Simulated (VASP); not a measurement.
# AlCo (zincblende type) (F-43m) in VASP: notebook

AlCo (zincblende type) is run at these levels: PBE; tasks: relaxation of cell and atoms.

All numbers are computed with VASP 6.6.1; they aren't measurements. Logs are shortened: lines on timing, memory, paths and dates and some standing lists are left out, and cuts for length are marked.

## Step 1: The cell of the first run

It takes space group F-43m (No. 216, cubic). The conventional cell has a = 4.930 Å, b = 4.930 Å, c = 4.930 Å, α = 90.00°, β = 90.00°, γ = 90.00°. Co (site symmetry -43m) has 4 Al at 2.13 Å within 2.8 Å. Al (site symmetry -43m) has 4 Co at 2.13 Å within 2.8 Å.

## Step 2: Relaxation of cell and atoms, PBE, target pressure 10 GPa, at which the enthalpy is minimised

INCAR

```
ALGO = Normal
EDIFF = 1E-6
EDIFFG = -0.005
ENCUT = 600
GGA = PE
IBRION = 2
ISIF = 3
ISMEAR = -1
LASPH = True
LCHARG = False
LREAL = False
LWAVE = False
NELM = 60
NSW = 60
PREC = Accurate
PSTRESS = 100.0
SIGMA = 0.1
```

KPOINTS

```
k-points
0
Gamma
  12 12 12
```

POSCAR

```
AlCo
1.0
    0.0000000000      2.4649018138      2.4649018138
    2.4649018138      0.0000000000      2.4649018138
    2.4649018138      2.4649018138      0.0000000000
Co Al
1 1
Direct
    0.0000000000      0.0000000000      0.0000000000
    0.2500000000      0.2500000000      0.2500000000
```

Potentials or basis: VASP PAW PBE potentials, release 64 (Co, Al).

Launch:

```bash
cat potpaw_PBE.64/Co/POTCAR potpaw_PBE.64/Al/POTCAR > POTCAR
mpirun -np 1 vasp_std > vasp.out
```

OUTCAR:

```text
EDIFF = 1E-6
   EDIFFG = -0.005
   ENCUT = 600
   GGA = PE
   IBRION = 2
   ISIF = 3
   ISMEAR = -1
   LASPH = True
   LREAL = False
   NELM = 60
   NSW = 60
   PREC = Accurate
   PSTRESS = 100.0

 ion  position               nearest neighbor table
   1  0.000  0.000  0.000-   2 2.13   2 2.13   2 2.13   2 2.13
   2  0.250  0.250  0.250-   1 2.13   1 2.13   1 2.13   1 2.13

  LATTYP: Found a face centered cubic cell.
 ALAT       =     4.9298036276

  Lattice vectors:

 A1 = (   0.0000000000,   2.4649018138,   2.4649018138)
 A2 = (   2.4649018138,   0.0000000000,   2.4649018138)
 A3 = (   2.4649018138,   2.4649018138,   0.0000000000)

Analysis of symmetry for initial positions (statically):
=====================================================================
 Subroutine PRICEL returns:
 Original cell was already a primitive cell.

 Routine SETGRP: Setting up the symmetry group for a
 face centered cubic supercell.

 Subroutine GETGRP returns: Found 24 space group operations
 (whereof 24 operations were pure point group operations)
 out of a pool of 48 trial point group operations.

The static configuration has the point symmetry T_d .

Analysis of symmetry for dynamics (positions and initial velocities):
=====================================================================
 Subroutine PRICEL returns:
 Original cell was already a primitive cell.

 Routine SETGRP: Setting up the symmetry group for a
 face centered cubic supercell.

 Subroutine GETGRP returns: Found 24 space group operations
 (whereof 24 operations were pure point group operations)
 out of a pool of 48 trial point group operations.

The dynamic configuration has the point symmetry T_d .

 Subroutine INISYM returns: Found 24 space group operations
 (whereof 24 operations are pure point group operations),
 and found     1 'primitive' translations

----------------------------------------------------------------------------------------

                                     Primitive cell

  volume of cell :      29.9522

  direct lattice vectors                    reciprocal lattice vectors
     0.000000000  2.464901814  2.464901814    -0.202847836  0.202847836  0.202847836
     2.464901814  0.000000000  2.464901814     0.202847836 -0.202847836  0.202847836
     2.464901814  2.464901814  0.000000000     0.202847836  0.202847836 -0.202847836

  length of vectors
     3.485897575  3.485897575  3.485897575     0.351342759  0.351342759  0.351342759

  position of ions in fractional coordinates (direct lattice)
[... 98 lines left out ...]
     AMIX     =   0.40;   BMIX     =  1.00
     AMIX_MAG =   1.60;   BMIX_MAG =  1.00
  volume/ion in A,a.u.               =      14.98       101.06
  Fermi-wavevector in a.u.,A,eV,Ry     =   1.206866  2.280646 19.817224  1.456525
  Thomas-Fermi vector in A             =   2.342520
   LORBIT       =      0    0 simple, 1 ext, 2 COOP (PROOUT), +10 PAW based schemes
   GGA     = PE    functional components
   LHFCALC =     F    Hartree Fock is set to
   AEXX    =    0.0000 exact exchange contribution
   IVDW    =     0    specifies the selected vdW correction
   LEPSILON=     F    determine dielectric tensor
   LRPA    =     F    only Hartree local field effects (RPA)
 conjugate gradient relaxation of ions
 non-spin polarized calculation
  energy-cutoff  :      600.00
  volume of cell :       29.95
 maximum number of plane-waves:      1018
   NGX = 13   NGY = 13   NGZ = 13

--------------------------------------- Ionic step        1  -------------------------------------------

 number of electron      11.9999997 magnetization

 Free energy of the ion-electron system (eV)
  ---------------------------------------------------
  ext. energy  EPLUGINS =         0.00000000
  ---------------------------------------------------
  free energy    TOTEN  =        -8.41647089 eV

  energy without entropy =       -8.37302929  energy(sigma->0) =       -8.39475009

------------------------ aborting loop because EDIFF is reached ----------------------------------------

  FORCE on cell =-STRESS in cart. coord.  units (eV):
  Direction    XX          YY          ZZ          XY          YZ          ZX
  --------------------------------------------------------------------------------------
  -------------------------------------------------------------------------------------
  Total        4.6142684      4.6142684      4.6142684      0.0000000     -0.0000000      0.0000000
  in kB      246.8223984    246.8223984    246.8223984      0.0000000     -0.0000000      0.0000000
  external PRESSURE =     146.8223984 kB  Pullay stress =     100.0000000 kB
[... 25 lines left out ...]
--------------------------------------- Ionic step        2  -------------------------------------------

 number of electron      12.0000008 magnetization

 E-fermi :   4.7992     XC(G=0):  -9.9384

 val. band max:        4.7761360780   @ k =   0.5000   0.0833   0.0000
 cond. band min:       4.8079406744   @ k =  -0.2500   0.5000   0.2500
 fundamental gap:      0.0318045964
 Fermi energy:         4.7992453778

 k-point     1 :       0.0000    0.0000    0.0000
  band No.  band energies     occupation
      1      -2.7982      2.00000
      2       3.5420      1.99999
      3       3.5420      1.99999
      4       3.5420      1.99999
      5       4.3087      1.98530
      6       4.3087      1.98530
      7      12.5968      0.00000
      8      12.5968      0.00000
      9      12.5968      0.00000
     10      13.3141      0.00000
[... 370 lines left out ...]
  energy  without entropy=       -8.7445807767  energy(sigma->0) =       -8.77425465

  enthalpy is  TOTEN    =        -6.7026101656 eV   P V=        2.1013183669

[... ionic steps 4 to 7 ...]

--------------------------------------- Ionic step        8  -------------------------------------------

 number of electron      11.9999994 magnetization

------------------------ aborting loop because EDIFF is reached ----------------------------------------
[... 71 lines left out ...]
--------------------------------------- Ionic step       10  -------------------------------------------

 number of electron      11.9999994 magnetization

 Free energy of the ion-electron system (eV)
  ---------------------------------------------------
  ext. energy  EPLUGINS =         0.00000000
  ---------------------------------------------------
  free energy    TOTEN  =        -8.79906770 eV

  energy without entropy =       -8.74007737  energy(sigma->0) =       -8.76957254

 E-fermi :   5.4932     XC(G=0): -10.2716

 val. band max:        5.4918447326   @ k =   0.5000   0.0833   0.0000
 cond. band min:       5.5330943406   @ k =  -0.3333   0.5000   0.1667
 fundamental gap:      0.0412496080
 Fermi energy:         5.4932487028

 k-point     1 :       0.0000    0.0000    0.0000
  band No.  band energies     occupation
      1      -2.4509      2.00000
      2       4.1234      2.00000
      3       4.1234      2.00000
      4       4.1234      2.00000
      5       4.9371      1.99235
      6       4.9371      1.99235
      7      13.6693      0.00000
      8      13.6693      0.00000
      9      13.6693      0.00000
     10      14.6313      0.00000
[... 332 lines left out ...]
  energy  without entropy=       -8.7400773749  energy(sigma->0) =       -8.76957254

  enthalpy is  TOTEN    =        -6.7025793573 eV   P V=        2.0964883452

 reached required accuracy - stopping structural energy minimisation
```

OSZICAR:

```text
N       E                     dE             d eps       ncg     rms          rms(c)
DAV:   1     0.432077280697E+02    0.43208E+02   -0.56869E+03  1440   0.134E+03
DAV:   2    -0.720178638625E+01   -0.50410E+02   -0.48302E+02  1442   0.194E+02
DAV:   3    -0.877488781084E+01   -0.15731E+01   -0.15526E+01  1720   0.451E+01
[... 64 lines left out ...]
DAV:   1    -0.879903889256E+01   -0.14341E-04   -0.51477E-07   720   0.116E-02    0.109E-03
DAV:   2    -0.879903892256E+01   -0.30007E-07   -0.72383E-07   720   0.120E-02
   9 F= -.67025787E+01 E0= -.66730902E+01  d E =-.546942E-06
       N       E                     dE             d eps       ncg     rms          rms(c)
DAV:   1    -0.879906757598E+01   -0.28683E-04   -0.18024E-06   720   0.216E-02    0.208E-03
DAV:   2    -0.879906770252E+01   -0.12653E-06   -0.27977E-06   720   0.237E-02
  10 F= -.67025794E+01 E0= -.66730842E+01  d E =-.120530E-05
```

Wall time 65 s (1 thread of AMD EPYC 9R45 (Zen 5), shared host); peak memory 0.15 GiB.

Results:

```yaml
Free_energy: -8.7991 eV
Relaxed_volume: 16.79 Å³/atom
Relaxed_cell: a = 3.622 Å, b = 3.622 Å, c = 3.622 Å, α = 60.00°, β = 60.00°, γ = 60.00°
Space_group_after_relaxing_to_0.05_Å: F-43m (No. 216)
Energy_change_on_relaxing_the_enthalpy_is_what_falls: -191.3 meV/atom
Ionic_steps: 10
Pressure_after_relaxing: 10.0 GPa
Band_gap_on_the_k_mesh: zero (band 6 reaches 5.55 eV, above the bottom of band 7 at 5.46 eV)
```

The path:
| step | energy change (eV) | largest force (eV/Å) | pressure (GPa) | volume (Å³) |
| --- | --- | --- | --- | --- |
| 1 | 0.0000 | 0.0000 | 24.68 | 29.95 |
| 2 | -0.4923 | 0.0000 | 3.21 | 36.30 |
| 3 | -0.3875 | 0.0000 | 9.69 | 33.67 |
| 4 | -0.3819 | 0.0000 | 10.27 | 33.58 |
| 5 | -0.3820 | 0.0000 | 10.23 | 33.58 |
| 6 | -0.3825 | 0.0000 | 10.25 | 33.59 |
| 7 | -0.3825 | 0.0000 | 10.14 | 33.59 |
| 8 | -0.3826 | 0.0000 | 10.14 | 33.59 |
| 9 | -0.3826 | 0.0000 | 10.09 | 33.59 |
| 10 | -0.3826 | 0.0000 | 10.00 | 33.59 |

Final structure:
```
Co Al
1.0
     0.00000    2.56089    2.56089
     2.56089    0.00000    2.56089
     2.56089    2.56089    0.00000
Co Al
1 1
Cartesian
  0.0000 0.0000 0.0000
  1.2804 1.2804 1.2804
```

Caveat: the cell is relaxed towards a set pressure, so the enthalpy falls and the energy may rise.

## Step 3: Relaxation of cell and atoms, PBE, target pressure 10 GPa, at which the enthalpy is minimised

This run uses another cell than the first one, of 16.83 Å³/atom, 1.124 times its volume.

INCAR

```
  PREC = Accurate
  ENCUT = 600
  EDIFF = 1E-7
  ISMEAR = -1
  SIGMA = 0.1
  LREAL = False
  LASPH = True
  NELM = 100
  ALGO = Normal
  ISIF = 3
  LWAVE = False
  LCHARG = False
  GGA = PE
  IBRION = 2
  NSW = 32
  EDIFFG = -0.005
  PSTRESS = 100.0
```

KPOINTS

```
regular mesh
0
Gamma
  12 12 12
```

POSCAR

```
AlCo
1.0
    0.0000000000      2.5626045544      2.5626045544
    2.5626045544      0.0000000000      2.5626045544
    2.5626045544      2.5626045544      0.0000000000
Co Al
1 1
Direct
    0.0000000000      0.0000000000      0.0000000000
    0.2500000000      0.2500000000      0.2500000000
```

Potentials or basis: VASP PAW PBE potentials, release 64 (Co, Al).

Launch:

```bash
cat potpaw_PBE.64/Co/POTCAR potpaw_PBE.64/Al/POTCAR > POTCAR
mpirun -np 1 vasp_std > vasp.out
```

It took 20 s on 1 thread of AMD EPYC 9R45 (Zen 5), shared host; peak memory 0.16 GiB.

Results (log left out):

- Free energy: -8.8042 eV
- Pressure after relaxing: 10.0 GPa
- Band gap on the k mesh: zero (band 6 reaches 5.53 eV, above the bottom of band 7 at 5.44 eV)

Final structure:
```
Co Al
1.0
     0.00000    2.56260    2.56260
     2.56260    0.00000    2.56260
     2.56260    2.56260    0.00000
Co Al
1 1
Cartesian
  0.0000 0.0000 0.0000
  1.2813 1.2813 1.2813
```

Levels at points of the mesh, in eV from the Fermi level:
```tsv
k point	band 3	band 4	band 5	band 6	band 7	band 8	band 9	band 10
(0.00, 0.00, 0.00)	-1.37	-1.37	-0.55	-0.55	8.17	8.17	8.17	9.12
(0.50, 0.00, 0.00)	-1.24	-1.24	-0.38	-0.38	-0.03	5.87	5.87	9.35
(0.50, 0.50, 0.00)	-1.03	-0.53	-0.53	-0.21	0.37	2.53	2.53	6.39
```

Caveat: the relaxation stopped at its first step, so nothing moved; the cell is relaxed towards a set pressure, so the enthalpy falls and the energy may rise.
